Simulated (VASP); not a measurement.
A run of VASP 6.6.1:

The input INCAR:

```
SYSTEM = Mn
PREC = Accurate ; ENCUT = 520
EDIFF = 1E-6 ; ISMEAR = -1
SIGMA = 0.06122561905347299 ; LREAL = .FALSE.
LASPH = .TRUE. ; NELM = 100
ALGO = Normal ; ISIF = 2
LWAVE = .FALSE. ; LCHARG = .TRUE.
GGA = PE ; LELF = .TRUE.
LVHAR = .TRUE. ; NBANDS = 12
```

Contents of KPOINTS:

```
Automatic mesh
0
G
  47 47 47
  0 0 0
```

File POSCAR:

```
Mn
1.0
    2.2525296980      0.0000000000      0.0000000000
    0.0000000000      2.2525296980      0.0000000000
    0.0000000000      0.0000000000      2.2525296980
Mn
1
Direct
    0.0000000000      0.0000000000      0.0000000000
```

Potentials or basis: VASP PAW PBE potentials, release 64 (Mn_pv).

Command:

```sh
$ cat potpaw_PBE.64/Mn_pv/POTCAR > POTCAR
$ mpirun -np 1 vasp_std > vasp.out
```

Hardware: 1 thread of Intel Xeon 8259CL, on a shared host.

Estimate the wall time of this run.

It took 3.8 min on 1 thread of Intel Xeon 8259CL, with other jobs on the host, peak memory 0.43 GiB. Counts: scf iterations 12, k points 2600.
